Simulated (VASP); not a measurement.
# Ca3Pb2 (Pm-3m) in VASP: a series of runs

Runs on Ca3Pb2. Level: PBE. Tasks: single point, relaxation of cell and atoms.

Program: VASP 6.6.1. These are calculated values, not measurements. Logs are shortened: lines on timing, memory, paths and dates and some standing lists are left out, and cuts for length are marked.

## Step 1: The cell of the first run

Symmetry: Pm-3m, No. 221, cubic system. Conventional cell: a = 5.069 Å, b = 5.069 Å, c = 5.069 Å, α = 90.00°, β = 90.00°, γ = 90.00°. Ca (site symmetry 4/mmm) has 2 Pb at 2.53 Å within 3.3 Å. Pb (site symmetry m-3m) has 6 Ca at 2.53 Å within 3.3 Å. Pb (site symmetry m-3m) has 12 Ca at 3.58 Å and 8 Pb at 4.39 Å within 4.7 Å.

The cell was generated, and may not be a known phase.

## Step 2: Single point, PBE

INCAR

```
SYSTEM = Ca3Pb2
PREC = Accurate ; ENCUT = 520
EDIFF = 1E-6 ; ISMEAR = 0
SIGMA = 0.1 ; LREAL = .False.
LASPH = .True. ; NELM = 60
ALGO = Normal ; ISIF = 2
LWAVE = .False. ; LCHARG = .True.
GGA = PE ; LELF = .True.
LVHAR = .True. ; NBANDS = 37
```

KPOINTS

```
Automatic mesh
0
Gamma
  4 4 4
  0 0 0
```

POSCAR

```
Ca3Pb2
1.0
    5.0689488000      0.0000000000      0.0000000000
    0.0000000000      5.0689488000      0.0000000000
    0.0000000000      0.0000000000      5.0689488000
Ca Pb
3 2
Direct
    0.5000000000      0.0000000000      0.0000000000
    0.0000000000      0.5000000000      0.0000000000
    0.0000000000      0.0000000000      0.5000000000
    0.0000000000      0.0000000000      0.0000000000
    0.5000000000      0.5000000000      0.5000000000
```

Potentials or basis: VASP PAW PBE potentials, release 64 (Ca_sv, Pb_d).

Launch:

```sh
cat potpaw_PBE.64/Ca_sv/POTCAR potpaw_PBE.64/Pb_d/POTCAR > POTCAR
mpirun -np 1 vasp_std > vasp.out
```

OUTCAR:

```text
SYSTEM = Ca3Pb2
   PREC = Accurate
   ENCUT = 520
   EDIFF = 1E-6
   ISMEAR = 0
   LREAL = .False.
   LASPH = .True.
   NELM = 60
   ISIF = 2
   GGA = PE

 ion  position               nearest neighbor table
   1  0.500  0.000  0.000-   4 2.53   4 2.53   5 3.58   5 3.58   5 3.58   5 3.58
   2  0.000  0.500  0.000-   4 2.53   4 2.53   5 3.58   5 3.58   5 3.58   5 3.58
   3  0.000  0.000  0.500-   4 2.53   4 2.53   5 3.58   5 3.58   5 3.58   5 3.58
   4  0.000  0.000  0.000-   1 2.53   2 2.53   3 2.53   3 2.53   2 2.53   1 2.53
   5  0.500  0.500  0.500-   1 3.58   2 3.58   3 3.58   1 3.58   2 3.58   1 3.58   3 3.58   1 3.58
                             2 3.58   3 3.58   2 3.58   3 3.58

  LATTYP: Found a simple cubic cell.
 ALAT       =     5.0689488000

  Lattice vectors:

 A1 = (   5.0689488000,   0.0000000000,   0.0000000000)
 A2 = (   0.0000000000,   5.0689488000,   0.0000000000)
 A3 = (   0.0000000000,   0.0000000000,   5.0689488000)

Analysis of symmetry for initial positions (statically):
=====================================================================
 Subroutine PRICEL returns:
 Original cell was already a primitive cell.

 Routine SETGRP: Setting up the symmetry group for a
 simple cubic supercell.

 Subroutine GETGRP returns: Found 48 space group operations
 (whereof 48 operations were pure point group operations)
 out of a pool of 48 trial point group operations.

The static configuration has the point symmetry O_h .

Analysis of symmetry for dynamics (positions and initial velocities):
=====================================================================
 Subroutine PRICEL returns:
 Original cell was already a primitive cell.

 Routine SETGRP: Setting up the symmetry group for a
 simple cubic supercell.

 Subroutine GETGRP returns: Found 48 space group operations
 (whereof 48 operations were pure point group operations)
 out of a pool of 48 trial point group operations.

The dynamic configuration has the point symmetry O_h .

 Subroutine INISYM returns: Found 48 space group operations
 (whereof 48 operations are pure point group operations),
 and found     1 'primitive' translations

----------------------------------------------------------------------------------------

                                     Primitive cell

  volume of cell :     130.2428

  direct lattice vectors                    reciprocal lattice vectors
     5.068948800  0.000000000  0.000000000     0.197279562  0.000000000  0.000000000
     0.000000000  5.068948800  0.000000000     0.000000000  0.197279562  0.000000000
     0.000000000  0.000000000  5.068948800     0.000000000  0.000000000  0.197279562

  length of vectors
     5.068948800  5.068948800  5.068948800     0.197279562  0.197279562  0.197279562

  position of ions in fractional coordinates (direct lattice)
     0.500000000  0.000000000  0.000000000
     0.000000000  0.500000000  0.000000000
     0.000000000  0.000000000  0.500000000
     0.000000000  0.000000000  0.000000000
     0.500000000  0.500000000  0.500000000

  ion indices of the primitive-cell ions
   primitive index   ion index
                 1           1
                 2           2
                 3           3
                 4           4
                 5           5

----------------------------------------------------------------------------------------

 KPOINTS: Automatic mesh

Automatic generation of k-mesh.
 Grid dimensions read from file:
 generate k-points for:    4    4    4

 Generating k-lattice:

  Cartesian coordinates                     Fractional coordinates (reciprocal lattice)
     0.049319891  0.000000000  0.000000000     0.250000000  0.000000000  0.000000000
     0.000000000  0.049319891  0.000000000     0.000000000  0.250000000  0.000000000
     0.000000000  0.000000000  0.049319891     0.000000000  0.000000000  0.250000000

  Length of vectors
     0.049319891  0.049319891  0.049319891

  Shift w.r.t. Gamma in fractional coordinates (k-lattice)
     0.000000000  0.000000000  0.000000000

 Subroutine IBZKPT returns following result:
 ===========================================

 Found     10 irreducible k-points:

 Following reciprocal coordinates:
            Coordinates               Weight
  0.000000  0.000000  0.000000      1.000000
  0.250000  0.000000  0.000000      6.000000
  0.500000  0.000000  0.000000      3.000000
  0.250000  0.250000  0.000000     12.000000
  0.500000  0.250000  0.000000     12.000000
  0.500000  0.500000  0.000000      3.000000
  0.250000  0.250000  0.250000      8.000000
  0.500000  0.250000  0.250000     12.000000
  0.500000  0.500000  0.250000      6.000000
  0.500000  0.500000  0.500000      1.000000
   k-points           NKPTS =     10   k-points in BZ     NKDIM =     10   number of bands    NBANDS=     37
   number of dos      NEDOS =    301   number of ions     NIONS =      5
   total plane-waves  NPLWV =  64000
   dimension x,y,z NGX =    40 NGY =   40 NGZ =   40
   dimension x,y,z NGXF=    80 NGYF=   80 NGZF=   80
   ions per type =               3   2
   NGX,Y,Z   is equivalent  to a cutoff of  13.12, 13.12, 13.12 a.u.
   NGXF,Y,Z  is equivalent  to a cutoff of  26.24, 26.24, 26.24 a.u.
 SYSTEM =  Ca3Pb2
   PREC   = accura    normal or accurate (medium, high low for compatibility)
   ISTART =      0    job   : 0-new  1-cont  2-samecut
   ICHARG =      2    charge: 1-file 2-atom 10-const
   ISPIN  =      1    spin polarized calculation?
   LNONCOLLINEAR =      F non collinear calculations
   LSORBIT =      F    spin-orbit coupling
   LASPH  =      T    aspherical Exc in radial PAW
   ENCUT  =  520.0 eV  38.22 Ry    6.18 a.u.   9.42  9.42  9.42*2*pi/ulx,y,z
   NELM   =     60;   NELMIN=  2; NELMDL= -5     # of ELM steps
   EDIFF  = 0.1E-05   stopping-criterion for ELM
   LREAL  =      F    real-space projection
   EDIFFG = 0.1E-04   stopping-criterion for IOM
   NSW    =      0    number of steps for IOM
   IBRION =     -1    ionic relax: 0-MD 1-quasi-New 2-CG
   NFREE  =      0    steps in history (QN), initial steepest desc. (CG)
   ISIF   =      2    stress and relaxation
   ISYM   =      2    0-nonsym 1-usesym 2-fastsym
   POTIM  = 0.5000    time-step for ionic-motion
   TEBEG  =    0.0;   TEEND  =   0.0 temperature during run
   PSTRESS=    0.0 pullay stress
   NELECT =      58.0000    total number of electrons
   NUPDOWN=      -1.0000    fix difference up-down
   EMIN   =  10.00;   EMAX   =-10.00  energy-range for DOS
   EFERMI =   0.00;   METHOD = LEGACY
   ISMEAR =     0;   SIGMA  =   0.10  broadening in eV -4-tet -1-fermi 0-gaus
   EFERMI_NEDOS =   21; number of points for ismear=-14 and -15
   IALGO  =     38    algorithm
   IMIX   =      4    mixing-type and parameters
     AMIX     =   0.40;   BMIX     =  1.00
     AMIX_MAG =   1.60;   BMIX_MAG =  1.00
  volume/ion in A,a.u.               =      26.05       175.78
  Fermi-wavevector in a.u.,A,eV,Ry     =   1.250162  2.362463 21.264610  1.562905
  Thomas-Fermi vector in A             =   2.384169
   LORBIT       =      0    0 simple, 1 ext, 2 COOP (PROOUT), +10 PAW based schemes
   GGA     = PE    functional components
   LHFCALC =     F    Hartree Fock is set to
   AEXX    =    0.0000 exact exchange contribution
   IVDW    =     0    specifies the selected vdW correction
   LEPSILON=     F    determine dielectric tensor
   LRPA    =     F    only Hartree local field effects (RPA)
 non-spin polarized calculation
 Gauss-broadening in eV      SIGMA  =   0.10
  energy-cutoff  :      520.00
  volume of cell :      130.24
 maximum number of plane-waves:      3544
 NGX is ok and might be reduce to    40
   NGX = 19   NGY = 19   NGZ = 19

 number of electron      58.0000001 magnetization

 Free energy of the ion-electron system (eV)
  ---------------------------------------------------
  ext. energy  EPLUGINS =         0.00000000
  ---------------------------------------------------
  free energy    TOTEN  =        -8.66760690 eV

  energy without entropy =       -8.62699660  energy(sigma->0) =       -8.64730175

 E-fermi :   5.2678     XC(G=0):  -9.8218

 val. band max:        5.1888315245   @ k =   0.5000   0.2500   0.2500
 cond. band min:       5.2754479265   @ k =   0.2500   0.2500   0.2500
 fundamental gap:      0.0866164020
 Fermi energy:         5.2677951923

 k-point     1 :       0.0000    0.0000    0.0000
  band No.  band energies     occupation
      1     -34.9822      2.00000
      2     -34.9289      2.00000
      3     -34.9289      2.00000
      4     -16.4144      2.00000
      5     -16.4144      2.00000
      6     -16.4144      2.00000
[... 29 lines left out ...]
     36       7.9452      0.00000
     37       9.6571      0.00000

 k-point     2 :       0.2500    0.0000    0.0000
  band No.  band energies     occupation
      1     -34.9743      2.00000
      2     -34.9326      2.00000
      3     -34.9289      2.00000
      4     -16.5615      2.00000
      5     -16.4024      2.00000
      6     -16.4024      2.00000
[... 29 lines left out ...]
     36       8.9281      0.00000
     37       9.2458      0.00000

 k-point     3 :       0.5000    0.0000    0.0000
  band No.  band energies     occupation
      1     -34.9644      2.00000
      2     -34.9385      2.00000
      3     -34.9288      2.00000
      4     -16.7087      2.00000
      5     -16.3889      2.00000
      6     -16.3889      2.00000
[... 29 lines left out ...]
     36       9.0785      0.00000
     37       9.0796      0.00000
[... 201 lines left out ...]
 k-point     9 :       0.5000    0.5000    0.2500
  band No.  band energies     occupation
      1     -34.9424      2.00000
      2     -34.9383      2.00000
      3     -34.9383      2.00000
      4     -16.8069      2.00000
      5     -16.6341      2.00000
      6     -16.5222      2.00000
[... 29 lines left out ...]
     36       8.6618      0.00000
     37       8.8536      0.00000

 k-point    10 :       0.5000    0.5000    0.5000
  band No.  band energies     occupation
      1     -34.9382      2.00000
      2     -34.9382      2.00000
      3     -34.9382      2.00000
      4     -16.8609      2.00000
      5     -16.6339      2.00000
      6     -16.6339      2.00000
[... 29 lines left out ...]
     36       8.3502      0.00000
     37       8.8491      0.00000

------------------------ aborting loop because EDIFF is reached ----------------------------------------

  FORCE on cell =-STRESS in cart. coord.  units (eV):
  Direction    XX          YY          ZZ          XY          YZ          ZX
  --------------------------------------------------------------------------------------
  -------------------------------------------------------------------------------------
  Total       22.5217903     22.5217903     22.5217903     -0.0000000     -0.0000000      0.0000000
  in kB      277.0510361    277.0510361    277.0510361     -0.0000000     -0.0000000      0.0000000
  external PRESSURE =     277.0510361 kB  Pullay stress =       0.0000000 kB

 VOLUME and BASIS-vectors are now :
 -----------------------------------------------------------------------------
  energy-cutoff  :      520.00
  volume of cell :      130.24
      direct lattice vectors                 reciprocal lattice vectors
     5.068948800  0.000000000  0.000000000     0.197279562  0.000000000  0.000000000
     0.000000000  5.068948800  0.000000000     0.000000000  0.197279562  0.000000000
     0.000000000  0.000000000  5.068948800     0.000000000  0.000000000  0.197279562

 POSITION                                       TOTAL-FORCE (eV/Angst)
 -----------------------------------------------------------------------------------
      2.53447      0.00000      0.00000         0.000000      0.000000      0.000000
      0.00000      2.53447      0.00000         0.000000      0.000000      0.000000
      0.00000      0.00000      2.53447         0.000000      0.000000      0.000000
      0.00000      0.00000      0.00000         0.000000      0.000000      0.000000
      2.53447      2.53447      2.53447         0.000000      0.000000      0.000000
 -----------------------------------------------------------------------------------
    total drift:                               -0.000000      0.000000     -0.000000

  FREE ENERGIE OF THE ION-ELECTRON SYSTEM (eV)
  ---------------------------------------------------
  free  energy   TOTEN  =        -8.6676069016 eV

  energy  without entropy=       -8.6269965989  energy(sigma->0) =       -8.64730175
```

Run time: 73 s. Hardware: 1 thread of Oxide Virtual Turin-like, shared host; peak memory 0.21 GiB.

What came out:

```
Free energy            : -8.6676 eV
Pressure               : 27.7 GPa
Band gap on the k mesh : zero (bands 29 and 30 overlap by 1.89 eV)
```

Levels at points of the mesh, in eV from the Fermi level:
```csv
k point,band 26,band 27,band 28,band 29,band 30,band 31,band 32,band 33
"(0.00, 0.00, 0.00)",-0.50,-0.50,0.98,0.98,1.63,1.63,1.63,1.99
"(0.50, 0.00, 0.00)",-1.42,-0.18,-0.18,-0.08,-0.08,1.92,1.96,2.74
"(0.50, 0.50, 0.00)",-2.89,-0.65,-0.13,-0.12,-0.12,2.58,2.58,2.78
"(0.50, 0.50, 0.50)",-2.48,-2.48,-0.91,-0.91,-0.91,2.79,2.79,2.79
```

Caveat: the cell stands under pressure; spin-orbit coupling is left out, which moves the levels of the heavy elements.

[end of part 1 of 2]

The gap in the log of VASP goes by the Fermi energy; the results here count the filled bands.